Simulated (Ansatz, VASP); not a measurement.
## Two plane-wave programs on SiO2

```
Si O
1.0
     0.01947    2.28364    2.28364
     2.28364    0.01947    2.28364
     2.28364    2.28364    0.01947
Si O
1 2
Direct
  0.00000 0.00000 0.00000
  0.25037 0.25037 0.25037
  0.74963 0.74963 0.74963
```

Change from the starting cell: shear_111 strain +1.3%.

Alike in both runs: task single point; functional HSE06; k mesh 6 × 6 × 6; no spin polarisation.

|  | VASP | Ansatz |
| --- | --- | --- |
| version | VASP 6.6.1 | Ansatz 0.2.0 |
| potentials or method | VASP PAW PBE potentials, release 64 (Si, O) | plane waves, PAW |
| plane-wave cutoff (eV) | 520 | 420 |
| occupations | gaussian, width 0.01 eV | fixed |
| valence electrons in the cell | 16 | 16 |

Ansatz gave:

| Property | Result |
| --- | --- |
| gap on the k mesh at the Fermi level (eV) | 3.58 |
| pressure (GPa) | -8.0 |
| traceless stress, the component that is largest in VASP (GPa) | 1.23 |
| rms of the force components (eV/Å) | 0.004 |

**Question.** Estimate VASP's values.

**Answer.** gap on the k mesh at the Fermi level (eV): 3.55; pressure (GPa): -7.6; traceless stress, the component that is largest in VASP (GPa): 1.21; rms of the force components (eV/Å): 0.004.

Atom by atom the forces differ by 0.000 eV/Å (rms over components). Ansatz's warnings: stress exchange threshold loose, stress scf threshold loose.
